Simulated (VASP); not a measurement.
# C in VASP: notebook

The runs below take C through single point, relaxation of cell and atoms, with r2SCAN.

All numbers are computed with VASP 6.6.1; they aren't measurements. Logs are shortened: lines on timing, memory, paths and dates and some standing lists are left out, and cuts for length are marked.

## 1. The cell of the first run

The structure is orthorhombic, space group Fmmm (No. 69). The conventional cell has a = 2.383 Å, b = 4.125 Å, c = 7.088 Å, α = 90.00°, β = 90.00°, γ = 90.00°. Within 1.8 Å of C (site symmetry m2m) lie 3 C at 1.37 to 1.38 Å.

## 2. Single point, r2SCAN

Input file POSCAR:

```
C
1.0
    2.3825609059      0.0000000000      0.0000000000
    0.0000000000      4.1253347046      0.0000000000
    0.0000000000      0.0000000000      7.0882934303
C
8
Direct
    0.5000000000      0.4166351582      0.7500000000
    0.5000000000      0.9166351582      0.2500000000
    0.5000000000      0.5833648418      0.2500000000
    0.5000000000      0.0833648418      0.7500000000
    0.0000000000      0.9166351582      0.7500000000
    0.0000000000      0.4166351582      0.2500000000
    0.0000000000      0.0833648418      0.2500000000
    0.0000000000      0.5833648418      0.7500000000
```

Input file INCAR.step1:

```
SYSTEM = C
ALGO = Normal
EDIFF = 1E-4
ENCUT = 520
GGA = PE
ISMEAR = 0
LASPH = .TRUE.
LCHARG = .FALSE.
LREAL = .FALSE.
LWAVE = .TRUE.
NBANDS = 26
NELM = 60
PREC = Accurate
SIGMA = 0.1
```

Input file INCAR.step2:

```
SYSTEM = C
ALGO = Normal
EDIFF = 1E-6
ENCUT = 520
ISIF = 2
ISMEAR = 0
ISTART = 1
LASPH = .TRUE.
LCHARG = .FALSE.
LMIXTAU = .TRUE.
LREAL = .FALSE.
LWAVE = .FALSE.
METAGGA = R2SCAN
NBANDS = 26
NELM = 60
PREC = Accurate
SIGMA = 0.1
```

Input file KPOINTS:

```
k-points
0
G
  14 8 6
  0 0 0
```

Potentials or basis: VASP PAW PBE potentials, release 64 (C).

Run with:

```
cat potpaw_PBE.64/C/POTCAR > POTCAR
cp INCAR.step1 INCAR
mpirun -np 1 vasp_std > vasp.out
cp INCAR.step2 INCAR
mpirun -np 1 vasp_std > vasp.out
```

OUTCAR:

```text
SYSTEM = C
   EDIFF = 1E-6
   ENCUT = 520
   ISIF = 2
   ISMEAR = 0
   ISTART = 1
   LASPH = .TRUE.
   LREAL = .FALSE.
   METAGGA = R2SCAN
   NELM = 60
   PREC = Accurate

 ion  position               nearest neighbor table
   1  0.500  0.417  0.750-   4 1.37   8 1.38   8 1.38
   2  0.500  0.917  0.250-   3 1.37   7 1.38   7 1.38
   3  0.500  0.583  0.250-   2 1.37   6 1.38   6 1.38
   4  0.500  0.083  0.750-   1 1.37   5 1.38   5 1.38
   5  0.000  0.917  0.750-   8 1.37   4 1.38   4 1.38
   6  0.000  0.417  0.250-   7 1.37   3 1.38   3 1.38
   7  0.000  0.083  0.250-   6 1.37   2 1.38   2 1.38
   8  0.000  0.583  0.750-   5 1.37   1 1.38   1 1.38

  LATTYP: Found a simple orthorhombic cell.
 ALAT       =     2.3825609059
 B/A-ratio  =     1.7314708280
 C/A-ratio  =     2.9750733393

  Lattice vectors:

 A1 = (   2.3825609059,   0.0000000000,   0.0000000000)
 A2 = (   0.0000000000,   4.1253347046,   0.0000000000)
 A3 = (   0.0000000000,   0.0000000000,   7.0882934303)

Analysis of symmetry for initial positions (statically):
=====================================================================
 Subroutine PRICEL returns following result:

  LATTYP: Found a face centered orthorhombic cell.
 ALAT       =     2.3825609059
 B/A-ratio  =     1.7314708280
 C/A-ratio  =     2.9750733393

  Lattice vectors:

 A1 = (  -0.0000000000,  -2.0626673523,  -3.5441467151)
 A2 = (   1.1912804530,   0.0000000000,  -3.5441467152)
 A3 = (   1.1912804530,  -2.0626673523,   0.0000000000)

   4 primitive cells build up your supercell.

 Routine SETGRP: Setting up the symmetry group for a
 simple orthorhombic supercell.

 Subroutine GETGRP returns: Found  8 space group operations
 (whereof  4 operations were pure point group operations)
 out of a pool of  8 trial point group operations.

The static configuration has the point symmetry C_2h.
 The point group associated with its full space group is D_2h.

Analysis of symmetry for dynamics (positions and initial velocities):
=====================================================================
 Subroutine PRICEL returns following result:

  LATTYP: Found a face centered orthorhombic cell.
 ALAT       =     2.3825609059
 B/A-ratio  =     1.7314708280
 C/A-ratio  =     2.9750733393

  Lattice vectors:

 A1 = (  -0.0000000000,  -2.0626673523,  -3.5441467151)
 A2 = (   1.1912804530,   0.0000000000,  -3.5441467152)
 A3 = (   1.1912804530,  -2.0626673523,   0.0000000000)

   4 primitive cells build up your supercell.

 Routine SETGRP: Setting up the symmetry group for a
 simple orthorhombic supercell.

 Subroutine GETGRP returns: Found  8 space group operations
 (whereof  4 operations were pure point group operations)
 out of a pool of  8 trial point group operations.

The dynamic configuration has the point symmetry C_2h.
 The point group associated with its full space group is D_2h.

 Subroutine INISYM returns: Found  8 space group operations
 (whereof  4 operations are pure point group operations),
 and found     4 'primitive' translations

----------------------------------------------------------------------------------------

                                     Primitive cell

  volume of cell :      17.4175

  direct lattice vectors                    reciprocal lattice vectors
    -0.000000000 -2.062667352 -3.544146715    -0.419716448 -0.242404574 -0.141077681
     1.191280453  0.000000000 -3.544146715     0.419716448  0.242404574 -0.141077681
     1.191280453 -2.062667352  0.000000000     0.419716448 -0.242404574  0.141077681

  length of vectors
     4.100679522  3.739000542  2.381962578     0.504801729  0.504801729  0.504801729

  position of ions in fractional coordinates (direct lattice)
     0.333364842  0.166635158  0.833364842
     0.666635158  0.833364842  0.166635158

  ion indices of the primitive-cell ions
   primitive index   ion index
                 1           1
                 2           4

----------------------------------------------------------------------------------------

 KPOINTS: k-points

Automatic generation of k-mesh.
 Grid dimensions read from file:
 generate k-points for:   14    8    6

 Generating k-lattice:

  Cartesian coordinates                     Fractional coordinates (reciprocal lattice)
     0.029979746  0.000000000  0.000000000     0.071428571  0.000000000  0.000000000
     0.000000000  0.030300572  0.000000000     0.000000000  0.125000000  0.000000000
     0.000000000  0.000000000  0.023512947     0.000000000  0.000000000  0.166666667

  Length of vectors
     0.029979746  0.030300572  0.023512947

  Shift w.r.t. Gamma in fractional coordinates (k-lattice)
     0.000000000  0.000000000  0.000000000

 Subroutine IBZKPT returns following result:
 ===========================================

 Found    160 irreducible k-points:

 Following reciprocal coordinates:
            Coordinates               Weight
  0.000000  0.000000  0.000000      1.000000
  0.071429  0.000000  0.000000      2.000000
  0.142857  0.000000  0.000000      2.000000
  0.214286  0.000000  0.000000      2.000000
  0.285714  0.000000  0.000000      2.000000
  0.357143  0.000000  0.000000      2.000000
[... 16 lines left out ...]
  0.428571  0.250000  0.000000      4.000000
  0.500000  0.250000  0.000000      2.000000
 [... further k-points ...]
   k-points           NKPTS =    160   k-points in BZ     NKDIM =    160   number of bands    NBANDS=     26
   number of dos      NEDOS =    301   number of ions     NIONS =      8
   total plane-waves  NPLWV =  31104
   dimension x,y,z NGX =    18 NGY =   32 NGZ =   54
   dimension x,y,z NGXF=    36 NGYF=   64 NGZF=  108
   ions per type =               8
   NGX,Y,Z   is equivalent  to a cutoff of  12.56, 12.90, 12.66 a.u.
   NGXF,Y,Z  is equivalent  to a cutoff of  25.12, 25.79, 25.33 a.u.
 SYSTEM =  C
   PREC   = accura    normal or accurate (medium, high low for compatibility)
   ISTART =      1    job   : 0-new  1-cont  2-samecut
   ICHARG =      0    charge: 1-file 2-atom 10-const
   ISPIN  =      1    spin polarized calculation?
   LNONCOLLINEAR =      F non collinear calculations
   LSORBIT =      F    spin-orbit coupling
   LASPH  =      T    aspherical Exc in radial PAW
   ENCUT  =  520.0 eV  38.22 Ry    6.18 a.u.   4.43  7.67 13.18*2*pi/ulx,y,z
   NELM   =     60;   NELMIN=  2; NELMDL=  0     # of ELM steps
   EDIFF  = 0.1E-05   stopping-criterion for ELM
   LREAL  =      F    real-space projection
   EDIFFG = 0.1E-04   stopping-criterion for IOM
   NSW    =      0    number of steps for IOM
   IBRION =     -1    ionic relax: 0-MD 1-quasi-New 2-CG
   NFREE  =      0    steps in history (QN), initial steepest desc. (CG)
   ISIF   =      2    stress and relaxation
   ISYM   =      2    0-nonsym 1-usesym 2-fastsym
   POTIM  = 0.5000    time-step for ionic-motion
   TEBEG  =    0.0;   TEEND  =   0.0 temperature during run
   PSTRESS=    0.0 pullay stress
   NELECT =      32.0000    total number of electrons
   NUPDOWN=      -1.0000    fix difference up-down
   EMIN   =  10.00;   EMAX   =-10.00  energy-range for DOS
   EFERMI =   0.00;   METHOD = LEGACY
   ISMEAR =     0;   SIGMA  =   0.10  broadening in eV -4-tet -1-fermi 0-gaus
   EFERMI_NEDOS =   21; number of points for ismear=-14 and -15
   IALGO  =     38    algorithm
   IMIX   =      4    mixing-type and parameters
     AMIX     =   0.40;   BMIX     =  1.00
     AMIX_MAG =   1.60;   BMIX_MAG =  1.00
  volume/ion in A,a.u.               =       8.71        58.77
  Fermi-wavevector in a.u.,A,eV,Ry     =   1.263116  2.386943 21.707575  1.595462
  Thomas-Fermi vector in A             =   2.396489
   LORBIT       =      0    0 simple, 1 ext, 2 COOP (PROOUT), +10 PAW based schemes
   METAGGA = R2SCAN    functional components
   LHFCALC =     F    Hartree Fock is set to
   AEXX    =    0.0000 exact exchange contribution
   IVDW    =     0    specifies the selected vdW correction
   LEPSILON=     F    determine dielectric tensor
   LRPA    =     F    only Hartree local field effects (RPA)
 non-spin polarized calculation
 Gauss-broadening in eV      SIGMA  =   0.10
  energy-cutoff  :      520.00
  volume of cell :       69.67
 maximum number of plane-waves:      1902
 NGX is ok and might be reduce to    18

 number of electron      31.9999997 magnetization

 Free energy of the ion-electron system (eV)
  ---------------------------------------------------
  ext. energy  EPLUGINS =         0.00000000
  ---------------------------------------------------
  free energy    TOTEN  =       -78.91427893 eV

  energy without entropy =      -78.91372149  energy(sigma->0) =      -78.91400021

 E-fermi :   4.6788     XC(G=0): -10.9454

 val. band max:        4.6013953643   @ k =   0.3571   0.0000   0.0000
 cond. band min:       4.7245830854   @ k =   0.3571   0.0000   0.0000
 fundamental gap:      0.1231877211
 Fermi energy:         4.6788093546

 k-point     1 :       0.0000    0.0000    0.0000
  band No.  band energies     occupation
      1     -16.9407      2.00000
      2     -16.7594      2.00000
      3     -10.9345      2.00000
      4     -10.8018      2.00000
      5      -9.9905      2.00000
      6      -9.8898      2.00000
[... 18 lines left out ...]
     25      14.1485      0.00000
     26      14.1684      0.00000

 k-point     2 :       0.0714    0.0000    0.0000
  band No.  band energies     occupation
      1     -16.8389      2.00000
      2     -16.6586      2.00000
      3     -10.8481      2.00000
      4     -10.7167      2.00000
      5      -9.9009      2.00000
      6      -9.8015      2.00000
[... 18 lines left out ...]
     25      14.5681      0.00000
     26      14.5966      0.00000

 k-point     3 :       0.1429    0.0000    0.0000
  band No.  band energies     occupation
      1     -16.5338      2.00000
      2     -16.3567      2.00000
      3     -10.5894      2.00000
      4     -10.4614      2.00000
      5      -9.6387      2.00000
      6      -9.5434      2.00000
[... 18 lines left out ...]
     25      15.6973      0.00000
     26      15.8578      0.00000

 k-point     4 :       0.2143    0.0000    0.0000
  band No.  band energies     occupation
      1     -16.0273      2.00000
      2     -15.8556      2.00000
      3     -10.1590      2.00000
      4     -10.0365      2.00000
      5      -9.2341      2.00000
      6      -9.1486      2.00000
[... 18 lines left out ...]
     25      16.8559      0.00000
     26      16.9122      0.00000

 k-point     5 :       0.2857    0.0000    0.0000
  band No.  band energies     occupation
      1     -15.3230      2.00000
      2     -15.1587      2.00000
      3      -9.5582      2.00000
      4      -9.4430      2.00000
      5      -8.8471      2.00000
      6      -8.8021      2.00000
[... 18 lines left out ...]
     25      15.7842      0.00000
     26      17.2430      0.00000

 k-point     6 :       0.3571    0.0000    0.0000
  band No.  band energies     occupation
      1     -14.4262      2.00000
      2     -14.2715      2.00000
      3      -9.3828      2.00000
      4      -9.3134      2.00000
      5      -8.7890      2.00000
      6      -8.6831      2.00000
[... 427 lines left out ...]
 k-point    21 :       0.2857    0.2500    0.0000
  band No.  band energies     occupation
      1     -14.9137      2.00000
      2     -14.7539      2.00000
      3     -11.7498      2.00000
      4     -11.6224      2.00000
      5      -7.2180      2.00000
      6      -7.1670      2.00000
[... 18 lines left out ...]
     25      16.3218      0.00000
     26      16.4999      0.00000

 k-point    22 :       0.3571    0.2500    0.0000
  band No.  band energies     occupation
      1     -14.0209      2.00000
      2     -13.8706      2.00000
      3     -10.9399      2.00000
      4     -10.8284      2.00000
      5      -8.6215      2.00000
      6      -8.5379      2.00000
[... 18 lines left out ...]
     25      16.7969      0.00000
     26      17.0450      0.00000

 k-point    23 :       0.4286    0.2500    0.0000
  band No.  band energies     occupation
      1     -12.9480      2.00000
      2     -12.8092      2.00000
      3     -10.5143      2.00000
      4     -10.4657      2.00000
      5      -9.4699      2.00000
      6      -9.4221      2.00000
[... 18 lines left out ...]
     25      16.2950      0.00000
     26      16.6859      0.00000

 k-point    24 :       0.5000    0.2500    0.0000
  band No.  band energies     occupation
      1     -11.7206      2.00000
      2     -11.7206      2.00000
      3     -11.5978      2.00000
      4     -11.5978      2.00000
      5      -8.5259      2.00000
      6      -8.5259      2.00000
[... 18 lines left out ...]
     25      15.4547      0.00000
     26      15.4547      0.00000

 [... further k-points ...]

------------------------ aborting loop because EDIFF is reached ----------------------------------------

  FORCE on cell =-STRESS in cart. coord.  units (eV):
  Direction    XX          YY          ZZ          XY          YZ          ZX
  --------------------------------------------------------------------------------------
  -------------------------------------------------------------------------------------
  Total       18.9116373     18.7906311     -0.0549973      0.0000000      0.0000000      0.0000000
  in kB      434.9054224    432.1226784     -1.2647566      0.0000000      0.0000000      0.0000000
  external PRESSURE =     288.5877814 kB  Pullay stress =       0.0000000 kB

 VOLUME and BASIS-vectors are now :
 -----------------------------------------------------------------------------
  energy-cutoff  :      520.00
  volume of cell :       69.67
      direct lattice vectors                 reciprocal lattice vectors
     2.382560906  0.000000000  0.000000000     0.419716448  0.000000000  0.000000000
     0.000000000  4.125334705  0.000000000     0.000000000  0.242404574  0.000000000
     0.000000000  0.000000000  7.088293430     0.000000000  0.000000000  0.141077681

 POSITION                                       TOTAL-FORCE (eV/Angst)
 -----------------------------------------------------------------------------------
      1.19128      1.71876      5.31622         0.000000      0.001219     -0.000000
      1.19128      3.78143      1.77207         0.000000      0.001219     -0.000000
      1.19128      2.40658      1.77207         0.000000     -0.001219      0.000000
      1.19128      0.34391      5.31622         0.000000     -0.001219     -0.000000
      0.00000      3.78143      5.31622        -0.000000      0.001219      0.000000
      0.00000      1.71876      1.77207         0.000000      0.001219     -0.000000
      0.00000      0.34391      1.77207         0.000000     -0.001219     -0.000000
      0.00000      2.40658      5.31622        -0.000000     -0.001219      0.000000
 -----------------------------------------------------------------------------------
    total drift:                                0.000000      0.000000      0.000000

  FREE ENERGIE OF THE ION-ELECTRON SYSTEM (eV)
  ---------------------------------------------------
  free  energy   TOTEN  =       -78.9142789323 eV

  energy  without entropy=      -78.9137214853  energy(sigma->0) =      -78.91400021
```

Wall time 15 min (1 thread of Intel Xeon Platinum 8259CL at 2.50GHz (Skylake/Cascade Lake), shared host); peak memory 0.31 GiB.

What came out:

```
Free energy : -78.9143 eV
Pressure    : 28.9 GPa
```

Stress tensor (GPa, compression positive):
```
43.49  0.00  0.00
 0.00 43.21  0.00
 0.00  0.00 -0.13
```

Caveat: the stress differs along the axes, from -0 to 43 GPa; the PAW data sets were made with another functional, which shifts forces and pressure a little.

## 3. Relaxation of cell and atoms, r2SCAN, target pressure 50 GPa, at which the enthalpy is minimised

This run uses another cell than the first one: it holds 4 atoms, not 8.

Input file POSCAR:

```
C
1.0
    1.1781191780     -2.0337862519      0.0000000000
    1.1781191780      2.0337862519      0.0000000000
    0.0000000000      0.0000000000      5.4242784748
C
4
Direct
    0.0833138896      0.9166861104      0.7499900905
    0.5833138896      0.4166861104      0.2500099095
    0.9166861104      0.0833138896      0.2500099095
    0.4166861104      0.5833138896      0.7499900905
```

Input file INCAR.step1:

```
  ALGO = Normal
  EDIFF = 1E-4
  ENCUT = 600
  GGA = PE
  ISMEAR = 0
  LASPH = True
  LCHARG = False
  LREAL = False
  LWAVE = True
  NELM = 60
  PREC = Accurate
  SIGMA = 0.1
```

Input file INCAR.step2:

```
  ALGO = Normal
  EDIFF = 1E-6
  EDIFFG = -0.008
  ENCUT = 600
  IBRION = 2
  ISIF = 3
  ISMEAR = 0
  ISTART = 1
  LASPH = True
  LCHARG = False
  LMIXTAU = True
  LREAL = False
  LWAVE = False
  METAGGA = R2SCAN
  NELM = 60
  NSW = 70
  PREC = Accurate
  PSTRESS = 500.0
  SIGMA = 0.1
```

Input file KPOINTS:

```
k-points
0
Gamma
  20 20 8
```

Potentials or basis: VASP PAW PBE potentials, release 64 (C).

Run with:

```
cat potpaw_PBE.64/C/POTCAR > POTCAR
cp INCAR.step1 INCAR
mpirun -np 1 vasp_std > vasp.out
cp INCAR.step2 INCAR
mpirun -np 1 vasp_std > vasp.out
```

Wall time 1.8 h (1 thread of Oxide Virtual Turin-like, shared host); peak memory 0.26 GiB.

The run converged. Its results:

```
Free energy                                                : -38.6440 eV
Relaxed volume                                             : 6.33 Å³/atom
Relaxed cell                                               : a = 2.385 Å, b = 2.385 Å, c = 5.122 Å, α = 90.00°, β = 90.00°, γ = 119.71°
Space group after relaxing (to 0.1 Å)                      : Fmmm (No. 69)
Energy change on relaxing (the run minimises the enthalpy) : +14.8 meV/atom
Ionic steps                                                : 9
Pressure after relaxing                                    : 50.0 GPa
Band gap on the k mesh                                     : zero (bands 8 and 9 overlap by 0.92 eV)
```

Stress tensor (GPa, compression positive):
```
50.06  0.00  0.00
 0.00 49.94  0.00
 0.00  0.00 50.08
```

Step by step:
| step | energy change (eV) | largest force (eV/Å) | pressure (GPa) | volume (Å³) |
| --- | --- | --- | --- | --- |
| 1 | 0.0000 | 0.0051 | 63.98 | 25.99 |
| 2 | -0.2483 | 0.2059 | -1.92 | 28.11 |
| 3 | -0.2929 | 0.0420 | 40.78 | 26.63 |
| 4 | -0.2837 | 0.0392 | 41.80 | 26.60 |
| 5 | -0.0706 | 0.0825 | 47.01 | 25.74 |
| 6 | 0.0443 | 0.1300 | 49.68 | 25.35 |
| 7 | 0.0573 | 0.1373 | 50.00 | 25.31 |
| 8 | 0.0790 | 0.6760 | 50.30 | 25.26 |
| 9 | 0.0593 | 0.0012 | 50.03 | 25.30 |

Final structure:
```cif
data_structure
_symmetry_space_group_name_H-M 'P 1'
_symmetry_Int_Tables_number 1
_cell_length_a 2.3849
_cell_length_b 2.3849
_cell_length_c 5.1220
_cell_angle_alpha 90.000
_cell_angle_beta 90.000
_cell_angle_gamma 119.706
_cell_volume 25.30
loop_
_atom_site_label
_atom_site_type_symbol
_atom_site_fract_x
_atom_site_fract_y
_atom_site_fract_z
_atom_site_occupancy
C1 C 0.08369 0.91631 0.75000 1
C2 C 0.58369 0.41631 0.25000 1
C3 C 0.91631 0.08369 0.25000 1
C4 C 0.41631 0.58369 0.75000 1
```

Levels at points of the mesh, in eV from the Fermi level:
```csv
k point,band 5,band 6,band 7,band 8,band 9,band 10,band 11,band 12
"(0.00, 0.00, 0.00)",-3.62,-3.55,-3.43,-3.22,8.29,8.46,8.95,9.12
"(0.50, 0.00, 0.00)",-7.35,-7.35,-4.03,-4.03,3.15,3.15,8.31,8.31
"(0.50, 0.50, 0.00)",-7.68,-7.17,-5.37,-0.57,0.16,3.68,7.02,9.24
"(0.00, 0.00, 0.50)",-3.49,-3.49,-3.42,-3.42,8.82,8.82,9.00,9.00
"(0.50, 0.00, 0.50)",-7.35,-7.35,-3.03,-3.03,1.54,1.54,8.19,8.19
"(0.50, 0.50, 0.50)",-7.43,-7.43,-2.87,-2.87,1.40,1.40,8.02,8.02
```

Caveat: the cell is relaxed towards a set pressure, so the run minimises the enthalpy, not the energy; the PAW data sets were made with another functional, which shifts forces and pressure a little.

[end of part 1 of 2]
